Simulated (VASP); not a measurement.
A run of VASP 6.6.1:

Contents of INCAR:

```
ALGO = Fast
EDIFF = 1E-6
ENCUT = 520
GGA = PS
ISIF = 2
ISMEAR = 0
LASPH = T
LCHARG = T
LELF = T
LREAL = F
LVHAR = T
LWAVE = F
NBANDS = 50
NELM = 80
PREC = Accurate
SIGMA = 0.1
```

The input KPOINTS:

```
k-points
0
Gamma
  8 8 8
```

File POSCAR:

```
YRh2
1.0
    0.0000000000      3.8418897000      3.8418897000
    3.8418897000      0.0000000000      3.8418897000
    3.8418897000      3.8418897000      0.0000000000
Y Rh
2 4
Direct
    0.0000000000      0.0000000000      0.0000000000
    0.2500000000      0.2500000000      0.2500000000
    0.6250000000      0.6250000000      0.6250000000
    0.1250000000      0.6250000000      0.6250000000
    0.6250000000      0.6250000000      0.1250000000
    0.6250000000      0.1250000000      0.6250000000
```

Potentials or basis: VASP PAW PBE potentials, release 64 (Y_sv, Rh_pv).

The run is started by

```sh
$ cat potpaw_PBE.64/Y_sv/POTCAR potpaw_PBE.64/Rh_pv/POTCAR > POTCAR
$ mpirun -np 1 vasp_std > vasp.out
```

Hardware: 1 thread of AMD EPYC 9R45 96-Core Processor (Zen 5), with other jobs on the host.

Problem. How long does it take, and how much memory?

Solution. Wall time 2.7 min on 1 thread of AMD EPYC 9R45 96-Core Processor (Zen 5), with other jobs on the host, peak memory 0.3 GiB. Counts: scf iterations 21, k points 29.
